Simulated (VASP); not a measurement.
# Al2Cu (P1) in VASP: notebook

Al2Cu is run at these levels: PBEsol; tasks: single point, relaxation of cell and atoms.

Program: VASP 6.6.1. These are calculated values, not measurements. Logs are shortened: lines on timing, memory, paths and dates and some standing lists are left out, and cuts for length are marked.

## 1. The cell of the first run

The typed cell holds 3 atoms: a = 3.823 Å, b = 4.139 Å, c = 2.780 Å, α = 90.95°, β = 89.95°, γ = 89.13°.

## 2. Single point, PBEsol (atoms moved at random and the cell strained at random)

File INCAR:

```
SYSTEM = Al2Cu
ALGO = Fast
EDIFF = 1E-6
ENCUT = 520
GGA = PS
ISIF = 2
ISMEAR = 0
LASPH = .TRUE.
LCHARG = .FALSE.
LREAL = .FALSE.
LWAVE = .FALSE.
NBANDS = 16
NELM = 60
PREC = Accurate
SIGMA = 0.15
```

File KPOINTS:

```
k-points
0
G
  8 8 12
  0 0 0
```

File POSCAR:

```
Al2Cu
1.0
    3.8232542172      0.0301594247      0.0016803778
    0.0301594247      4.1391860999     -0.0338274195
    0.0011711109     -0.0235754479      2.7801285641
Al Cu
2 1
Direct
    0.4932618170     -0.0010842633      0.4716651083
    0.0205230227      0.5014872955      0.5206149850
   -0.0137848396     -0.0004030323      0.0077199067
```

Potentials or basis: VASP PAW PBE potentials, release 64 (Al, Cu).

The run is started by

```bash
> cat potpaw_PBE.64/Al/POTCAR potpaw_PBE.64/Cu/POTCAR > POTCAR
> mpirun -np 1 vasp_std > vasp.out
```

OUTCAR:

```text
SYSTEM = Al2Cu
   EDIFF = 1E-6
   ENCUT = 520
   GGA = PS
   ISIF = 2
   ISMEAR = 0
   LASPH = .TRUE.
   LREAL = .FALSE.
   NELM = 60
   PREC = Accurate

 ion  position               nearest neighbor table
   1  0.493  0.999  0.472-   3 2.28   3 2.33   3 2.40   3 2.44   2 2.74   2 2.77   2 2.86   2 2.92

   2  0.021  0.501  0.521-   3 2.45   3 2.50   3 2.51   3 2.53   1 2.74   1 2.77   1 2.86   1 2.92

   3  0.986  1.000  0.008-   1 2.28   1 2.33   1 2.40   1 2.44   2 2.45   2 2.50   2 2.51   2 2.53

  LATTYP: Found a triclinic cell.
 ALAT       =     9.2003860739
 B/A-ratio  =     0.5136270048
 C/A-ratio  =     1.1581487955
 COS(alpha) =     0.0006084201
 COS(beta)  =     0.5026075643
 COS(gamma) =     0.8595895142

  Lattice vectors:

 A1 = (  -7.6754967482,  -4.2230803972,   2.8105952280)
 A2 = (  -3.8220831063,  -0.0537348726,   2.7784481863)
 A3 = (  -3.8859152884,  -8.2613807287,  -5.4942826670)

Analysis of symmetry for initial positions (statically):
=====================================================================
 Subroutine PRICEL returns:
 Original cell was already a primitive cell.

 Routine SETGRP: Setting up the symmetry group for a
 triclinic supercell.

 Subroutine GETGRP returns: Found  1 space group operations
 (whereof  1 operations were pure point group operations)
 out of a pool of  2 trial point group operations.

The static configuration has the point symmetry C_1 .

Analysis of symmetry for dynamics (positions and initial velocities):
=====================================================================
 Subroutine PRICEL returns:
 Original cell was already a primitive cell.

 Routine SETGRP: Setting up the symmetry group for a
 triclinic supercell.

 Subroutine GETGRP returns: Found  1 space group operations
 (whereof  1 operations were pure point group operations)
 out of a pool of  2 trial point group operations.

The dynamic configuration has the point symmetry C_1 .

 Subroutine INISYM returns: Found  1 space group operations
 (whereof  1 operations are pure point group operations),
 and found     1 'primitive' translations

----------------------------------------------------------------------------------------

                                     Primitive cell

  volume of cell :      43.9904

  direct lattice vectors                    reciprocal lattice vectors
     3.823254217  0.030159425  0.001680378     0.261572385 -0.001906932 -0.000126356
     0.030159425  4.139186100 -0.033827419    -0.001906932  0.241624036  0.002049771
     0.001171111 -0.023575448  2.780128564    -0.000181303  0.002941131  0.359720613

  length of vectors
     3.823373540  4.139434195  2.780228769     0.261579367  0.241640255  0.359732682

  position of ions in fractional coordinates (direct lattice)
     0.493261817  0.998915737  0.471665108
     0.020523023  0.501487295  0.520614985
     0.986215160  0.999596968  0.007719907

  ion indices of the primitive-cell ions
   primitive index   ion index
                 1           1
                 2           2
                 3           3

----------------------------------------------------------------------------------------

 KPOINTS: k-points

Automatic generation of k-mesh.
 Grid dimensions read from file:
 generate k-points for:    8    8   12

 Generating k-lattice:

  Cartesian coordinates                     Fractional coordinates (reciprocal lattice)
     0.032696548 -0.000238367 -0.000015795     0.125000000  0.000000000  0.000000000
    -0.000238367  0.030203004  0.000256221     0.000000000  0.125000000 -0.000000000
    -0.000015109  0.000245094  0.029976718    -0.000000000  0.000000000  0.083333333

  Length of vectors
     0.032697421  0.030205032  0.029977723

  Shift w.r.t. Gamma in fractional coordinates (k-lattice)
     0.000000000  0.000000000  0.000000000

 Subroutine IBZKPT returns following result:
 ===========================================

 Found    388 irreducible k-points:

 Following reciprocal coordinates:
            Coordinates               Weight
  0.000000  0.000000  0.000000      1.000000
  0.125000  0.000000 -0.000000      2.000000
  0.250000  0.000000 -0.000000      2.000000
  0.375000  0.000000 -0.000000      2.000000
  0.500000  0.000000 -0.000000      1.000000
  0.000000  0.125000  0.000000      2.000000
[... 16 lines left out ...]
  0.125000  0.375000  0.000000      2.000000
  0.250000  0.375000  0.000000      2.000000
 [... further k-points ...]
   k-points           NKPTS =    388   k-points in BZ     NKDIM =    388   number of bands    NBANDS=     16
   number of dos      NEDOS =    301   number of ions     NIONS =      3
   total plane-waves  NPLWV =  21504
   dimension x,y,z NGX =    28 NGY =   32 NGZ =   24
   dimension x,y,z NGXF=    56 NGYF=   64 NGZF=   48
   ions per type =               2   1
   NGX,Y,Z   is equivalent  to a cutoff of  12.17, 12.85, 14.35 a.u.
   NGXF,Y,Z  is equivalent  to a cutoff of  24.35, 25.70, 28.70 a.u.
 SYSTEM =  Al2Cu
   PREC   = accura    normal or accurate (medium, high low for compatibility)
   ISTART =      0    job   : 0-new  1-cont  2-samecut
   ICHARG =      2    charge: 1-file 2-atom 10-const
   ISPIN  =      1    spin polarized calculation?
   LNONCOLLINEAR =      F non collinear calculations
   LSORBIT =      F    spin-orbit coupling
   LASPH  =      T    aspherical Exc in radial PAW
   ENCUT  =  520.0 eV  38.22 Ry    6.18 a.u.   7.11  7.70  5.17*2*pi/ulx,y,z
   NELM   =     60;   NELMIN=  2; NELMDL= -5     # of ELM steps
   EDIFF  = 0.1E-05   stopping-criterion for ELM
   LREAL  =      F    real-space projection
   EDIFFG = 0.1E-04   stopping-criterion for IOM
   NSW    =      0    number of steps for IOM
   IBRION =     -1    ionic relax: 0-MD 1-quasi-New 2-CG
   NFREE  =      0    steps in history (QN), initial steepest desc. (CG)
   ISIF   =      2    stress and relaxation
   ISYM   =      2    0-nonsym 1-usesym 2-fastsym
   POTIM  = 0.5000    time-step for ionic-motion
   TEBEG  =    0.0;   TEEND  =   0.0 temperature during run
   PSTRESS=    0.0 pullay stress
   NELECT =      17.0000    total number of electrons
   NUPDOWN=      -1.0000    fix difference up-down
   EMIN   =  10.00;   EMAX   =-10.00  energy-range for DOS
   EFERMI =   0.00;   METHOD = LEGACY
   ISMEAR =     0;   SIGMA  =   0.15  broadening in eV -4-tet -1-fermi 0-gaus
   EFERMI_NEDOS =   21; number of points for ismear=-14 and -15
   IALGO  =     68    algorithm
   IMIX   =      4    mixing-type and parameters
     AMIX     =   0.40;   BMIX     =  1.00
     AMIX_MAG =   1.60;   BMIX_MAG =  1.00
  volume/ion in A,a.u.               =      14.66        98.95
  Fermi-wavevector in a.u.,A,eV,Ry     =   1.192445  2.253395 19.346480  1.421926
  Thomas-Fermi vector in A             =   2.328483
   LORBIT       =      0    0 simple, 1 ext, 2 COOP (PROOUT), +10 PAW based schemes
   GGA     = PS    functional components
   LHFCALC =     F    Hartree Fock is set to
   AEXX    =    0.0000 exact exchange contribution
   IVDW    =     0    specifies the selected vdW correction
   LEPSILON=     F    determine dielectric tensor
   LRPA    =     F    only Hartree local field effects (RPA)
 non-spin polarized calculation
 RMM-DIIS sequential band-by-band and
 Gauss-broadening in eV      SIGMA  =   0.15
  energy-cutoff  :      520.00
  volume of cell :       43.99
 maximum number of plane-waves:      1197
   NGX = 15   NGY = 15   NGZ = 11

 number of electron      16.9999993 magnetization

 Free energy of the ion-electron system (eV)
  ---------------------------------------------------
  ext. energy  EPLUGINS =         0.00000000
  ---------------------------------------------------
  free energy    TOTEN  =       -12.32713455 eV

  energy without entropy =      -12.32055547  energy(sigma->0) =      -12.32384501

 E-fermi :   8.1448     XC(G=0): -10.9129

 val. band max:        8.1421609367   @ k =   0.5000  -0.1250   0.1667
 cond. band min:       8.1558889621   @ k =   0.0000   0.5000   0.1667
 fundamental gap:      0.0137280253
 Fermi energy:         8.1448288909

 k-point     1 :       0.0000    0.0000    0.0000
  band No.  band energies     occupation
      1      -3.0800      2.00000
      2       2.2553      2.00000
      3       2.6904      2.00000
      4       3.4841      2.00000
      5       3.6495      2.00000
      6       3.8130      2.00000
[... 8 lines left out ...]
     15      15.6373      0.00000
     16      21.2743      0.00000

 k-point     2 :       0.1250    0.0000   -0.0000
  band No.  band energies     occupation
      1      -2.9252      2.00000
      2       2.2271      2.00000
      3       2.6680      2.00000
      4       3.4169      2.00000
      5       3.6430      2.00000
      6       3.8143      2.00000
[... 8 lines left out ...]
     15      17.6031      0.00000
     16      21.2428      0.00000

 k-point     3 :       0.2500    0.0000   -0.0000
  band No.  band energies     occupation
      1      -2.4706      2.00000
      2       1.8770      2.00000
      3       2.6403      2.00000
      4       3.2904      2.00000
      5       3.6255      2.00000
      6       3.8172      2.00000
[... 8 lines left out ...]
     15      20.1652      0.00000
     16      20.3440      0.00000

 k-point     4 :       0.3750    0.0000   -0.0000
  band No.  band energies     occupation
      1      -1.7673      2.00000
      2       0.8848      2.00000
      3       2.6745      2.00000
      4       3.1933      2.00000
      5       3.4942      2.00000
      6       3.6214      2.00000
[... 8 lines left out ...]
     15      19.1312      0.00000
     16      21.0337      0.00000
[... 324 lines left out ...]
 k-point    22 :       0.0000    0.3750    0.0000
  band No.  band energies     occupation
      1      -2.0339      2.00000
      2       0.4881      2.00000
      3       2.6253      2.00000
      4       3.3403      2.00000
      5       3.4420      2.00000
      6       3.6528      2.00000
[... 8 lines left out ...]
     15      18.6278      0.00000
     16      20.2776      0.00000

 k-point    23 :       0.1250    0.3750    0.0000
  band No.  band energies     occupation
      1      -1.8865      2.00000
      2       0.6307      2.00000
      3       2.5967      2.00000
      4       3.2520      2.00000
      5       3.4861      2.00000
      6       3.6469      2.00000
[... 8 lines left out ...]
     15      18.7573      0.00000
     16      20.4018      0.00000

 k-point    24 :       0.2500    0.3750    0.0000
  band No.  band energies     occupation
      1      -1.4343      2.00000
      2       1.0078      2.00000
      3       2.4103      2.00000
      4       3.0602      2.00000
      5       3.5288      2.00000
      6       3.6332      2.00000
[... 8 lines left out ...]
     15      19.1084      0.00000
     16      20.2898      0.00000

 [... further k-points ...]
[... 5 lines left out ...]
  --------------------------------------------------------------------------------------
  -------------------------------------------------------------------------------------
  Total        5.4415515      0.6674275      2.5098967     -0.2681693      0.3076442     -0.1893915
  in kB      198.1871465     24.3084257     91.4131312     -9.7670120     11.2047332     -6.8978410
  external PRESSURE =     104.6362344 kB  Pullay stress =       0.0000000 kB

 VOLUME and BASIS-vectors are now :
 -----------------------------------------------------------------------------
  energy-cutoff  :      520.00
  volume of cell :       43.99
      direct lattice vectors                 reciprocal lattice vectors
     3.823254217  0.030159425  0.001680378     0.261572385 -0.001906932 -0.000126356
     0.030159425  4.139186100 -0.033827419    -0.001906932  0.241624036  0.002049771
     0.001171111 -0.023575448  2.780128564    -0.000181303  0.002941131  0.359720613

 POSITION                                       TOTAL-FORCE (eV/Angst)
 -----------------------------------------------------------------------------------
      1.91654      4.13845      1.27833        -0.033141     -0.008664      0.565926
      0.09420      2.06409      1.43045        -0.306962     -0.081021     -0.105015
      3.80071      4.16708     -0.01069         0.340103      0.089685     -0.460911
 -----------------------------------------------------------------------------------
    total drift:                                0.001342      0.000083     -0.000429

  FREE ENERGIE OF THE ION-ELECTRON SYSTEM (eV)
  ---------------------------------------------------
  free  energy   TOTEN  =       -12.3271345528 eV

  energy  without entropy=      -12.3205554740  energy(sigma->0) =      -12.32384501
```

Run time: 2.2 min. Hardware: 1 thread of Intel Xeon 6975P-C (Granite Rapids), shared host; peak memory 0.36 GiB.

What came out:

- Free energy: -12.3271 eV
- Pressure: 10.5 GPa
- Largest force: 0.580 eV/Å
- Band gap on the k mesh: zero (an odd number of electrons rules out a gap without spin polarisation)

Forces on the atoms (eV/Å):
```
Al  -0.033 -0.009  0.566
Al  -0.307 -0.081 -0.105
Cu   0.340  0.090 -0.461
```

Stress tensor (GPa, compression positive):
```
19.82 -0.98 -0.69
-0.98  2.43  1.12
-0.69  1.12  9.14
```

Caveat: the cell differs from its parent crystal (atoms moved at random and the cell strained at random); the stress differs along the axes, from 2 to 20 GPa; the PAW data sets were made with another functional, which shifts forces and pressure a little.

## 3. Relaxation of cell and atoms, PBEsol

File INCAR:

```
ALGO     = Fast           # electronic algorithm
EDIFF    = 1E-6           # SCF threshold, eV
EDIFFG   = -0.01          # ionic threshold
ENCUT    = 600            # plane-wave cutoff, eV
GGA      = PS             # functional
IBRION   = 2              # ionic algorithm
ISIF     = 3              # what is computed and relaxed
ISMEAR   = 0              # smearing method
LASPH    = True           # aspherical terms in the spheres
LCHARG   = False          # write CHGCAR
LREAL    = False          # projectors in reciprocal space
LWAVE    = False          # write WAVECAR
NELM     = 80             # most SCF steps
NSW      = 100            # ionic steps
PREC     = Accurate       # precision mode
SIGMA    = 0.15           # smearing width, eV
```

File KPOINTS:

```
k-points
0
Gamma
  8 8 12
```

POSCAR is that of step 2.

Potentials or basis: VASP PAW PBE potentials, release 64 (Al, Cu).

The run is started by

```bash
> cat potpaw_PBE.64/Al/POTCAR potpaw_PBE.64/Cu/POTCAR > POTCAR
> mpirun -np 1 vasp_std > vasp.out
```

It took 25 min on 1 thread of Intel Xeon 6975P-C (Granite Rapids), shared host; peak memory 0.44 GiB.

The run converged. Its results:

```
Free energy                           : -12.5751 eV
Relaxed volume                        : 15.89 Å³/atom
Relaxed cell                          : a = 4.097 Å, b = 4.097 Å, c = 2.841 Å, α = 90.00°, β = 90.00°, γ = 90.00°
Space group after relaxing (to 0.1 Å) : P4/mmm (No. 123)
Energy gained by relaxing             : 82.5 meV/atom
Ionic steps                           : 41
Pressure after relaxing               : -0.1 GPa
Largest force after relaxing          : 0.010 eV/Å
Band gap on the k mesh                : zero (an odd number of electrons rules out a gap without spin polarisation)
```

Forces on the atoms (eV/Å):
```
Al   0.004  0.003 -0.003
Al  -0.010 -0.001  0.003
Cu   0.006 -0.002  0.000
```

The path:
| step | energy change (eV) | largest force (eV/Å) | pressure (GPa) | volume (Å³) |
| --- | --- | --- | --- | --- |
| 1 | 0.0000 | 0.5795 | 10.08 | 43.99 |
| 3 | -0.2138 | 0.2477 | -1.76 | 48.53 |
| 5 | -0.2315 | 0.2264 | -0.07 | 47.73 |
| 7 | -0.2331 | 0.2198 | 0.57 | 47.47 |
| 9 | -0.2416 | 0.0989 | -1.17 | 48.22 |
| 11 | -0.2461 | 0.0785 | -0.10 | 47.61 |
| 13 | -0.2461 | 0.0733 | -0.19 | 47.83 |
| 15 | -0.2463 | 0.0678 | -0.20 | 47.71 |
| 17 | -0.2474 | 0.0190 | 0.17 | 47.58 |
| 19 | -0.2474 | 0.0266 | 0.29 | 47.55 |
| 21 | -0.2475 | 0.0208 | 0.14 | 47.57 |
| 23 | -0.2476 | 0.0145 | -0.19 | 47.77 |
| 25 | -0.2476 | 0.0182 | 0.09 | 47.69 |
| 27 | -0.2476 | 0.0176 | 0.03 | 47.69 |
| 29 | -0.2476 | 0.0162 | 0.23 | 47.63 |
| 31 | -0.2476 | 0.0170 | -0.07 | 47.67 |
| 33 | -0.2476 | 0.0157 | -0.13 | 47.68 |
| 35 | -0.2476 | 0.0161 | -0.34 | 47.68 |
| 37 | -0.2476 | 0.0162 | -0.11 | 47.68 |
| 39 | -0.2476 | 0.0157 | -0.06 | 47.68 |
| 41 | -0.2476 | 0.0100 | -0.07 | 47.68 |

Final structure:
```cif
data_structure
_symmetry_space_group_name_H-M 'P 1'
_symmetry_Int_Tables_number 1
_cell_length_a 4.0972
_cell_length_b 4.0968
_cell_length_c 2.8405
_cell_angle_alpha 89.999
_cell_angle_beta 89.999
_cell_angle_gamma 89.999
_cell_volume 47.68
loop_
_atom_site_label
_atom_site_type_symbol
_atom_site_fract_x
_atom_site_fract_y
_atom_site_fract_z
_atom_site_occupancy
Al1 Al 0.49966 0.99971 0.50029 1
Al2 Al 0.00106 0.50010 0.49972 1
Cu1 Cu 0.99928 0.00019 0.99999 1
```

Levels at points of the mesh, in eV from the Fermi level:
```csv
k point,band 7,band 8,band 9,band 10,band 11,band 12
"(0.00, 0.00, 0.00)",-2.50,-2.50,-0.15,0.79,6.08,6.08
"(0.50, 0.00, 0.00)",-4.11,-1.19,1.50,1.64,1.84,7.79
"(0.00, 0.50, 0.00)",-4.11,-1.19,1.50,1.64,1.84,7.79
"(0.50, 0.50, 0.00)",-4.13,-4.13,-2.49,8.54,8.54,9.68
"(0.00, 0.00, 0.50)",-3.00,2.45,2.63,2.63,2.70,2.70
"(0.50, 0.00, 0.50)",-3.13,-2.46,-1.64,3.73,3.94,4.46
"(0.00, 0.50, 0.50)",-3.13,-2.46,-1.64,3.73,3.94,4.46
"(0.50, 0.50, 0.50)",-2.33,-2.33,-0.82,-0.82,0.04,0.04
```

Caveat: the highest band is partly filled, so the run has too few bands; the PAW data sets were made with another functional, which shifts forces and pressure a little.

The gap in the log of VASP goes by the Fermi energy; the results here count the filled bands.